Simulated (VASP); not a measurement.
# TiAl (Pmmm) in VASP: notebook, part 2 of 2

VASP 6.6.1. Earlier steps stand in the parts before.

### 3 Single point, LDA (normal strain along x -0.1100, normal strain along y +0.1100)

The input, INCAR:

```
  PREC = Accurate
  ENCUT = 520
  EDIFF = 1E-6
  ISMEAR = 0
  SIGMA = 0.15
  LREAL = F
  LASPH = T
  NELM = 80
  ALGO = Fast
  ISIF = 2
  LWAVE = F
  LCHARG = F
  NBANDS = 14
```

The input, KPOINTS:

```
regular mesh
0
Gamma
  14 14 14
```

The input, POSCAR:

```
TiAl
1.0
    2.7804367431      0.0000000000      0.0000000000
    0.0000000000      3.4677357133      0.0000000000
    0.0000000000      0.0000000000      3.1240862282
Ti Al
1 1
Direct
    0.0000000000      0.0000000000      0.0000000000
    0.5000000000      0.5000000000      0.5000000000
```

Potentials or basis: VASP PAW LDA potentials, release 64 (Ti_sv, Al).

Command:

```console
> cat potpaw_LDA.64/Ti_sv/POTCAR potpaw_LDA.64/Al/POTCAR > POTCAR
> mpirun -np 1 vasp_std > vasp.out
```

OUTCAR:

```text
PREC = Accurate
   ENCUT = 520
   EDIFF = 1E-6
   ISMEAR = 0
   LREAL = F
   LASPH = T
   NELM = 80
   ISIF = 2

 ion  position               nearest neighbor table
   1  0.000  0.000  0.000-   2 2.72   2 2.72   2 2.72   2 2.72   2 2.72   2 2.72   2 2.72   2 2.72

   2  0.500  0.500  0.500-   1 2.72   1 2.72   1 2.72   1 2.72   1 2.72   1 2.72   1 2.72   1 2.72

  LATTYP: Found a simple orthorhombic cell.
 ALAT       =     2.7804367431
 B/A-ratio  =     1.1235955056
 C/A-ratio  =     1.2471910112

  Lattice vectors:

 A1 = (  -2.7804367431,   0.0000000000,   0.0000000000)
 A2 = (   0.0000000000,   0.0000000000,   3.1240862282)
 A3 = (   0.0000000000,   3.4677357133,   0.0000000000)

Analysis of symmetry for initial positions (statically):
=====================================================================
 Subroutine PRICEL returns:
 Original cell was already a primitive cell.

 Routine SETGRP: Setting up the symmetry group for a
 simple orthorhombic supercell.

 Subroutine GETGRP returns: Found  8 space group operations
[... 171 lines left out ...]
 fundamental gap:      0.0058497885
 Fermi energy:         9.0641251360

 k-point     1 :       0.0000    0.0000    0.0000
  band No.  band energies     occupation
      1     -46.8491      2.00000
      2     -23.5424      2.00000
      3     -23.4557      2.00000
      4     -23.1586      2.00000
      5      -0.2979      2.00000
      6       7.3259      2.00000
      7       7.7991      2.00000
      8      10.5736      0.00000
      9      11.2321      0.00000
     10      11.4448      0.00000
     11      11.7787      0.00000
     12      13.7890      0.00000
     13      17.5544      0.00000
     14      17.5664      0.00000
[... 377 lines left out ...]
      1     -46.7739      2.00000
      2     -23.7312      2.00000
      3     -23.4894      2.00000
      4     -23.3943      2.00000
      5       4.3830      2.00000
      6       4.5020      2.00000
      7       8.1526      2.00000
      8       8.9381      1.76540
      9       9.3700      0.00393
     10      10.8932      0.00000
     11      13.3705      0.00000
     12      15.5608      0.00000
     13      16.0151      0.00000
     14      18.7432      0.00000

 [... further k-points ...]
[... 5 lines left out ...]
  --------------------------------------------------------------------------------------
  -------------------------------------------------------------------------------------
  Total        0.6571634      1.4412085     -0.7054370      0.0000000      0.0000000      0.0000000
  in kB       34.9544042     76.6576260    -37.5220683      0.0000000      0.0000000      0.0000000
  external PRESSURE =      24.6966540 kB  Pullay stress =       0.0000000 kB

 VOLUME and BASIS-vectors are now :
 -----------------------------------------------------------------------------
  energy-cutoff  :      520.00
  volume of cell :       30.12
      direct lattice vectors                 reciprocal lattice vectors
     2.780436743  0.000000000  0.000000000     0.359655728  0.000000000  0.000000000
     0.000000000  3.467735713  0.000000000     0.000000000  0.288372610  0.000000000
     0.000000000  0.000000000  3.124086228     0.000000000  0.000000000  0.320093598

 POSITION                                       TOTAL-FORCE (eV/Angst)
 -----------------------------------------------------------------------------------
      0.00000      0.00000      0.00000         0.000000      0.000000      0.000000
      1.39022      1.73387      1.56204         0.000000      0.000000      0.000000
 -----------------------------------------------------------------------------------
    total drift:                                0.000000      0.000000      0.000000

  FREE ENERGIE OF THE ION-ELECTRON SYSTEM (eV)
  ---------------------------------------------------
  free  energy   TOTEN  =       -13.3933944157 eV

  energy  without entropy=      -13.3696722723  energy(sigma->0) =      -13.38153334
```

OSZICAR:

```text
N       E                     dE             d eps       ncg     rms          rms(c)
DAV:   1     0.100398621100E+03    0.10040E+03   -0.71121E+03 14336   0.110E+03
DAV:   2    -0.928897040178E+01   -0.10969E+03   -0.10530E+03 14816   0.302E+02
DAV:   3    -0.147443532641E+02   -0.54554E+01   -0.53032E+01 21812   0.645E+01
[... 15 lines left out ...]
RMM:  19    -0.133933891746E+02   -0.32991E-05   -0.32282E-05 17437   0.268E-02    0.104E-03
RMM:  20    -0.133933915455E+02   -0.23709E-05   -0.23450E-05 14820   0.174E-02    0.287E-03
RMM:  21    -0.133933928506E+02   -0.13051E-05   -0.12769E-05 13677   0.138E-02    0.192E-03
RMM:  22    -0.133933938358E+02   -0.98524E-06   -0.10012E-05 12395   0.111E-02    0.224E-03
RMM:  23    -0.133933944157E+02   -0.57984E-06   -0.59029E-06 11441   0.926E-03
   1 F= -.13393394E+02 E0= -.13381533E+02  d E =-.237221E-01
```

stdout:

```text
POSCAR found type information on POSCAR TiAl
 POSCAR found :  2 types and       2 ions
 scaLAPACK will be used
 LDA part: xc-table for (Slater(with rela. corr.)+CA(PZ))
 , standard interpolation
 POSCAR, INCAR and KPOINTS ok, starting setup
 FFT: planning ... GRIDC
 FFT: planning ... GRID_SOFT
 FFT: planning ... GRID
 WAVECAR not read
 entering main loop
WARNING in EDDRMM: call to ZHEGV failed, returncode =   6  3      8
WARNING in EDDRMM: call to ZHEGV failed, returncode =   6  3      7
WARNING in EDDRMM: call to ZHEGV failed, returncode =   8  4     10
WARNING in EDDRMM: call to ZHEGV failed, returncode =   6  3      6
WARNING in EDDRMM: call to ZHEGV failed, returncode =   6  3      5
WARNING in EDDRMM: call to ZHEGV failed, returncode =   8  4     14
WARNING in EDDRMM: call to ZHEGV failed, returncode =   6  3      8
WARNING in EDDRMM: call to ZHEGV failed, returncode =   6  3     12
WARNING in EDDRMM: call to ZHEGV failed, returncode =   6  3     11
WARNING in EDDRMM: call to ZHEGV failed, returncode =   6  3      7
```

It took 8.6 min on 1 thread of Intel Xeon 8259CL, shared host; peak memory 0.32 GiB.

Results:

```
Free energy            : -13.3934 eV
Pressure               : 2.5 GPa
Band gap on the k mesh : zero (an odd number of electrons rules out a gap without spin polarisation)
```

Stress tensor (GPa, compression positive):
```
 3.50  0.00  0.00
 0.00  7.67  0.00
 0.00  0.00 -3.75
```

Caveat: the cell differs from its parent crystal (normal strain along x -0.1100, normal strain along y +0.1100); the stress differs along the axes, from -4 to 8 GPa.
